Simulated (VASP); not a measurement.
Wanted: the native input for a VASP 6.6.1 run.

```
Task                   : relaxation of cell and atoms
Functional             : r2SCAN
Potentials or basis    : VASP PAW PBE potentials, release 64 (Cr_pv)
Cutoff                 : 600 eV
k mesh                 : 14 × 14 × 14
Occupations            : gaussian, width 0.1 eV
Spin                   : collinear spin, antiferromagnetic start
Starting moments       : [-2.73, 2.73] μB
Dipole correction      : no
Further INCAR settings : ALGO = Normal; EDIFF = 1e-06; IBRION = 2; EDIFFG = -0.005; NSW = 100; ISIF = 3
```

Cr:

```
Cr
1.0
     2.96890    0.00000    0.00000
     0.00000    2.96890    0.00000
     0.00000    0.00000    2.96890
Cr
2
Direct
  0.00000 0.00000 0.00000
  0.50000 0.50000 0.50000
```

These files were run (other wordings do the same):

POSCAR

```
Cr
1.0
    2.9688993551      0.0000000000      0.0000000000
    0.0000000000      2.9688993551      0.0000000000
    0.0000000000      0.0000000000      2.9688993551
Cr
2
Direct
    0.0000000000      0.0000000000      0.0000000000
    0.5000000000      0.5000000000      0.5000000000
```

INCAR.step1

```
  PREC = Accurate
  ENCUT = 600
  ISMEAR = 0
  SIGMA = 0.1
  LREAL = False
  LASPH = True
  NELM = 150
  ISPIN = 2
  MAGMOM = -2.73 2.73
  LMAXMIX = 4
  GGA = PE
  ALGO = Normal
  EDIFF = 1E-4
  LWAVE = True
  LCHARG = False
```

INCAR.step2

```
  PREC = Accurate
  ENCUT = 600
  EDIFF = 1E-6
  ISMEAR = 0
  SIGMA = 0.1
  LREAL = False
  LASPH = True
  NELM = 150
  ALGO = Normal
  ISIF = 3
  LWAVE = False
  LCHARG = False
  ISPIN = 2
  MAGMOM = -2.73 2.73
  LORBIT = 11
  LMAXMIX = 4
  METAGGA = R2SCAN
  LMIXTAU = True
  IBRION = 2
  NSW = 100
  EDIFFG = -0.005
  ISTART = 1
```

KPOINTS

```
regular mesh
0
Gamma
  14 14 14
```

Potentials or basis: VASP PAW PBE potentials, release 64 (Cr_pv).

The run is started by

```bash
$ cat potpaw_PBE.64/Cr_pv/POTCAR > POTCAR
$ cp INCAR.step1 INCAR
$ mpirun -np 1 vasp_std > vasp.out
$ cp INCAR.step2 INCAR
$ mpirun -np 1 vasp_std > vasp.out
```

It gave:

```json
{
 "Relaxed volume": "13.00 Å³/atom",
 "Relaxed cell": "a = 2.962 Å, b = 2.962 Å, c = 2.962 Å, α = 90.00°, β = 90.00°, γ = 90.00°",
 "Space group after relaxing (to 0.1 Å)": "Im-3m (No. 229)",
 "Energy gained by relaxing": "0.2 meV/atom",
 "Ionic steps": "4",
 "Pressure after relaxing": "0.1 GPa",
 "Band gap on the k mesh": "zero (filled and empty bands overlap)",
 "Net moment": "0.00 μB per cell",
 "Site moments": "Cr -2.68, +2.68 μB",
 "Valence electrons inside the program's atomic spheres": "Cr 11.08"
}
```

Caveat: the antiferromagnetic order is the one typed at the start, and another may lie lower; the PAW data sets were made with another functional, which shifts forces and pressure a little.

It took 23 min on 1 thread of Oxide Virtual Turin-like Processor, with other jobs on the host, peak memory 0.19 GiB.
